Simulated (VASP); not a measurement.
# H16SO10 in VASP: a series of runs, part 3 of 4

VASP 6.6.1. The steps go on from the part before.

### Step 4. Single point, PBE+D3(BJ)

The input, INCAR:

```
  PREC = Accurate
  ENCUT = 520
  EDIFF = 1E-6
  ISMEAR = -1
  SIGMA = 0.05
  LREAL = Auto
  LASPH = T
  NELM = 80
  ALGO = Normal
  ISIF = 2
  LWAVE = F
  LCHARG = F
  GGA = PE
  IVDW = 12
  NBANDS = 60
```

The input, KPOINTS:

```
regular mesh
0
Gamma
  1 1 1
```

The input, POSCAR:

```
H16SO10
1.0
    6.3096690000      0.0000000000      0.0000000000
    0.0000000000      6.3096690000      0.0000000000
    0.0000000000      0.0000000000      6.3096690000
O H S
10 16 1
Direct
    0.6417927787      0.0681018291      0.6068781104
   -0.0747265823      0.0191293711      0.0948544210
    0.1768872503      0.3615879058      0.1430661418
    0.5906015038      0.3446773515     -0.0518252225
    0.5020231648      0.9472287691      0.1346663351
    0.9589884984      0.5179669488      0.6737754389
    0.1610861045      0.1100850140      0.6003484493
    0.3145331395      0.6799088827      0.8769556691
    0.7362985285      0.5712819484      0.2580008555
    0.4233502582      0.6614768540      0.4513865941
    0.5806643740      0.1749695586      0.6925561388
    0.7807065632      0.0299698764      0.6664374946
    0.0181467522      0.0966928693     -0.0081145303
   -0.0773574652     -0.1327169460      0.0458344170
    0.1657614686      0.4977757153      0.0901315109
    0.3037877264      0.3502560911      0.2291086902
    0.4872046378      0.4698661689     -0.0934755849
    0.6688306471      0.3907494989      0.0784510249
    0.3836809823      1.0394681559      0.1753023812
    0.6202861038      1.0271695710      0.0962174086
    0.9190022488      0.4928626208      0.5286489672
    0.8551954152      0.4655553247      0.7672510238
    0.1068201834      0.2559880716      0.5853714355
    0.1062971766      0.0890062537      0.4494213563
    0.2975750392      0.6689257392      0.7262980039
    0.4459346441      0.7510219633      0.9260549167
    0.6290821278      0.7306405455      0.3858205557
```

Potentials or basis: VASP PAW PBE potentials, release 64 (O, H, S).

Launch:

```
> cat potpaw_PBE.64/O/POTCAR potpaw_PBE.64/H/POTCAR potpaw_PBE.64/S/POTCAR > POTCAR
> mpirun -np 1 vasp_gam > vasp.out
```

OUTCAR:

```text
PREC = Accurate
   ENCUT = 520
   EDIFF = 1E-6
   ISMEAR = -1
   LREAL = Auto
   LASPH = T
   NELM = 80
   ISIF = 2
   GGA = PE
   IVDW = 12
 IVDW          = 12

 ion  position               nearest neighbor table
   1  0.642  0.068  0.607-  11 0.95  12 0.98
   2  0.925  0.019  0.095-  13 1.00  14 1.01
   3  0.177  0.362  0.143-  15 0.92  16 0.97
   4  0.591  0.345  0.948-  18 1.00  17 1.06
   5  0.502  0.947  0.135-  20 0.93  19 0.98  27 2.24
   6  0.959  0.518  0.674-  22 0.94  21 0.96
   7  0.161  0.110  0.600-  23 0.99  24 1.02
   8  0.315  0.680  0.877-  25 0.96  26 0.99
   9  0.736  0.571  0.258-  27 1.46
  10  0.423  0.661  0.451-  27 1.43
  11  0.581  0.175  0.693-   1 0.95
  12  0.781  0.030  0.666-   1 0.98
  13  0.018  0.097  0.992-   2 1.00
  14  0.923  0.867  0.046-   2 1.01
[... 10 lines left out ...]
  25  0.298  0.669  0.726-   8 0.96
  26  0.446  0.751  0.926-   8 0.99
  27  0.629  0.731  0.386-  10 1.43   9 1.46   5 2.24

  LATTYP: Found a simple cubic cell.
 ALAT       =     6.3096690000

  Lattice vectors:

 A1 = (   6.3096690000,   0.0000000000,   0.0000000000)
 A2 = (   0.0000000000,   6.3096690000,   0.0000000000)
 A3 = (   0.0000000000,   0.0000000000,   6.3096690000)

Analysis of symmetry for initial positions (statically):
=====================================================================
 Subroutine PRICEL returns:
 Original cell was already a primitive cell.

 Routine SETGRP: Setting up the symmetry group for a
 simple cubic supercell.

 Subroutine GETGRP returns: Found  1 space group operations
 (whereof  1 operations were pure point group operations)
 out of a pool of 48 trial point group operations.

The static configuration has the point symmetry C_1 .

Analysis of symmetry for dynamics (positions and initial velocities):
=====================================================================
 Subroutine PRICEL returns:
 Original cell was already a primitive cell.

 Routine SETGRP: Setting up the symmetry group for a
 simple cubic supercell.

 Subroutine GETGRP returns: Found  1 space group operations
 (whereof  1 operations were pure point group operations)
 out of a pool of 48 trial point group operations.

The dynamic configuration has the point symmetry C_1 .

 Subroutine INISYM returns: Found  1 space group operations
 (whereof  1 operations are pure point group operations),
 and found     1 'primitive' translations

----------------------------------------------------------------------------------------

                                     Primitive cell

  volume of cell :     251.2001

  direct lattice vectors                    reciprocal lattice vectors
     6.309669000  0.000000000  0.000000000     0.158486919  0.000000000  0.000000000
     0.000000000  6.309669000  0.000000000     0.000000000  0.158486919  0.000000000
     0.000000000  0.000000000  6.309669000     0.000000000  0.000000000  0.158486919

  length of vectors
     6.309669000  6.309669000  6.309669000     0.158486919  0.158486919  0.158486919

  position of ions in fractional coordinates (direct lattice)
     0.641792779  0.068101829  0.606878110
     0.925273418  0.019129371  0.094854421
     0.176887250  0.361587906  0.143066142
     0.590601504  0.344677352  0.948174778
     0.502023165  0.947228769  0.134666335
     0.958988498  0.517966949  0.673775439
[... 19 lines left out ...]
     0.445934644  0.751021963  0.926054917
     0.629082128  0.730640546  0.385820556

  ion indices of the primitive-cell ions
   primitive index   ion index
                 1           1
                 2           2
                 3           3
                 4           4
                 5           5
                 6           6
[... 19 lines left out ...]
                26          26
                27          27

----------------------------------------------------------------------------------------

 KPOINTS: regular mesh

Automatic generation of k-mesh.
 Grid dimensions read from file:
 generate k-points for:    1    1    1

 Generating k-lattice:

  Cartesian coordinates                     Fractional coordinates (reciprocal lattice)
     0.158486919  0.000000000  0.000000000     1.000000000  0.000000000  0.000000000
     0.000000000  0.158486919  0.000000000     0.000000000  1.000000000  0.000000000
     0.000000000  0.000000000  0.158486919     0.000000000  0.000000000  1.000000000

  Length of vectors
     0.158486919  0.158486919  0.158486919

  Shift w.r.t. Gamma in fractional coordinates (k-lattice)
     0.000000000  0.000000000  0.000000000

 Subroutine IBZKPT returns following result:
 ===========================================

 Found      1 irreducible k-points:

 Following reciprocal coordinates:
            Coordinates               Weight
  0.000000  0.000000  0.000000      1.000000
   k-points           NKPTS =      1   k-points in BZ     NKDIM =      1   number of bands    NBANDS=     60
   number of dos      NEDOS =    301   number of ions     NIONS =     27
   total plane-waves  NPLWV = 110592
   dimension x,y,z NGX =    48 NGY =   48 NGZ =   48
   dimension x,y,z NGXF=    96 NGYF=   96 NGZF=   96
   ions per type =              10  16   1
   NGX,Y,Z   is equivalent  to a cutoff of  12.65, 12.65, 12.65 a.u.
   NGXF,Y,Z  is equivalent  to a cutoff of  25.29, 25.29, 25.29 a.u.
 SYSTEM =  unknown system
   PREC   = accura    normal or accurate (medium, high low for compatibility)
   ISTART =      0    job   : 0-new  1-cont  2-samecut
   ICHARG =      2    charge: 1-file 2-atom 10-const
   ISPIN  =      1    spin polarized calculation?
   LNONCOLLINEAR =      F non collinear calculations
   LSORBIT =      F    spin-orbit coupling
   LASPH  =      T    aspherical Exc in radial PAW
   ENCUT  =  520.0 eV  38.22 Ry    6.18 a.u.  11.73 11.73 11.73*2*pi/ulx,y,z
   NELM   =     80;   NELMIN=  2; NELMDL= -5     # of ELM steps
   EDIFF  = 0.1E-05   stopping-criterion for ELM
   LREAL  =      T    real-space projection
   EDIFFG = 0.1E-04   stopping-criterion for IOM
   NSW    =      0    number of steps for IOM
   IBRION =     -1    ionic relax: 0-MD 1-quasi-New 2-CG
   NFREE  =      0    steps in history (QN), initial steepest desc. (CG)
   ISIF   =      2    stress and relaxation
   ISYM   =      2    0-nonsym 1-usesym 2-fastsym
   POTIM  = 0.5000    time-step for ionic-motion
   TEBEG  =    0.0;   TEEND  =   0.0 temperature during run
   PSTRESS=    0.0 pullay stress
   NELECT =      82.0000    total number of electrons
   NUPDOWN=      -1.0000    fix difference up-down
   EMIN   =  10.00;   EMAX   =-10.00  energy-range for DOS
   EFERMI =   0.00;   METHOD = LEGACY
   ISMEAR =    -1;   SIGMA  =   0.05  broadening in eV -4-tet -1-fermi 0-gaus
   EFERMI_NEDOS =   21; number of points for ismear=-14 and -15
   IALGO  =     38    algorithm
   IMIX   =      4    mixing-type and parameters
     AMIX     =   0.40;   BMIX     =  1.00
     AMIX_MAG =   1.60;   BMIX_MAG =  1.00
  volume/ion in A,a.u.               =       9.30        62.78
  Fermi-wavevector in a.u.,A,eV,Ry     =   1.127214  2.130125 17.287704  1.270610
  Thomas-Fermi vector in A             =   2.263899
   LORBIT       =      0    0 simple, 1 ext, 2 COOP (PROOUT), +10 PAW based schemes
   GGA     = PE    functional components
   LHFCALC =     F    Hartree Fock is set to
   AEXX    =    0.0000 exact exchange contribution
   IVDW    =    12    specifies the selected vdW correction
   LEPSILON=     F    determine dielectric tensor
   LRPA    =     F    only Hartree local field effects (RPA)
 non-spin polarized calculation
  energy-cutoff  :      520.00
  volume of cell :      251.20
 maximum number of plane-waves:      3382
 NGX is ok and might be reduce to    48
   NGX = 23   NGY = 23   NGZ = 23

 number of electron      82.0000000 magnetization

 Free energy of the ion-electron system (eV)
  ---------------------------------------------------
  ext. energy  EPLUGINS =         0.00000000
  ---------------------------------------------------
  free energy    TOTEN  =      -131.66850519 eV

  energy without entropy =     -131.66850519  energy(sigma->0) =     -131.66850519

 E-fermi :  -1.0380     XC(G=0):  -7.7317

 val. band max:       -2.2774214348   @ k =   0.0000   0.0000   0.0000
 cond. band min:       1.0806613965   @ k =   0.0000   0.0000   0.0000
 fundamental gap:      3.3580828313
 Fermi energy:        -1.0379948750

 k-point     1 :       0.0000    0.0000    0.0000
  band No.  band energies     occupation
      1     -24.2707      2.00000
      2     -22.3530      2.00000
      3     -21.6119      2.00000
      4     -21.3691      2.00000
      5     -21.0785      2.00000
      6     -20.8205      2.00000
[... 45 lines left out ...]
     52       7.4345      0.00000
     53       7.6913      0.00000
 [bands above 53 left out]

------------------------ aborting loop because EDIFF is reached ----------------------------------------

 Edisp (eV)   -1.31704

 E8    (eV) :    -0.2980

  FORCE on cell =-STRESS in cart. coord.  units (eV):
  Direction    XX          YY          ZZ          XY          YZ          ZX
  --------------------------------------------------------------------------------------
  -------------------------------------------------------------------------------------
  Total       4.65638     6.76961     3.03680     3.03781     2.39023    -3.72459
  in kB      29.69884    43.17717    19.36896    19.37543    15.24509   -23.75578
  external pressure =       30.75 kB  Pullay stress =        0.00 kB

 VOLUME and BASIS-vectors are now :
 -----------------------------------------------------------------------------
  energy-cutoff  :      520.00
  volume of cell :      251.20
      direct lattice vectors                 reciprocal lattice vectors
     6.309669000  0.000000000  0.000000000     0.158486919  0.000000000  0.000000000
     0.000000000  6.309669000  0.000000000     0.000000000  0.158486919  0.000000000
     0.000000000  0.000000000  6.309669000     0.000000000  0.000000000  0.158486919

 POSITION                                       TOTAL-FORCE (eV/Angst)
 -----------------------------------------------------------------------------------
      4.04950      0.42970      3.82920         1.181598     -1.311944     -0.996208
      5.83817      0.12070      0.59850         0.303990     -1.124530     -1.112919
      1.11610      2.28150      0.90270        -0.411620     -3.300615      1.554222
      3.72650      2.17480      5.98267        -0.375855      1.391870     -0.732024
      3.16760      5.97670      0.84970        -2.240976     -1.644964      0.727669
      6.05090      3.26820      4.25130         1.874226      1.002381     -0.783339
[... 19 lines left out ...]
      2.81370      4.73870      5.84310        -1.004727      0.488446     -0.763460
      3.96930      4.61010      2.43440         0.582829      0.662801      0.545024
 -----------------------------------------------------------------------------------
    total drift:                               -0.013917     -0.006625     -0.000259

  FREE ENERGIE OF THE ION-ELECTRON SYSTEM (eV)
  ---------------------------------------------------
  free  energy   TOTEN  =      -132.9855416188 eV

  energy  without entropy=     -132.9855416188  energy(sigma->0) =     -132.98554162
```

It took 19 s on 1 thread of Intel Xeon Platinum 8488C (Sapphire Rapids), shared host; peak memory 0.3 GiB.

Results:

```yaml
Free_energy: -132.9855 eV
Pressure: 3.1 GPa
Largest_force: 3.671 eV/Å
Band_gap_on_the_k_mesh: 3.36 eV
Dispersion_energy_per_atom: -0.049 eV
```

Forces on the atoms (eV/Å):
```
O    1.182 -1.312 -0.996
O    0.304 -1.125 -1.113
O   -0.412 -3.301  1.554
O   -0.376  1.392 -0.732
O   -2.241 -1.645  0.728
O    1.874  1.002 -0.783
O   -1.301  0.618 -2.769
O    0.467 -0.463  1.582
O    0.871 -0.443 -0.679
O   -1.347 -0.474  0.467
H   -0.454  1.055  1.399
H   -0.505  0.499 -0.097
H   -0.533 -0.500  0.796
H    0.369  1.339  0.260
H    0.345  2.664 -1.144
H   -0.013  0.655 -0.092
H    0.913 -1.623  0.851
H   -0.536  0.119 -0.652
H    0.415 -0.171 -0.221
H    2.199  1.932 -0.690
H   -0.486 -0.124 -0.360
H   -1.687 -0.999  0.962
H    0.439  0.507  1.544
H    0.722 -1.150  1.224
H    0.213  0.394 -0.822
H   -1.005  0.488 -0.763
S    0.583  0.663  0.545
```

Stress tensor (GPa, compression positive):
```
 2.97  1.94 -2.38
 1.94  4.32  1.52
-2.38  1.52  1.94
```

Caveat: the k points lie up to 1.00 Å⁻¹ apart.

(Part 3 of 4 ends here.)
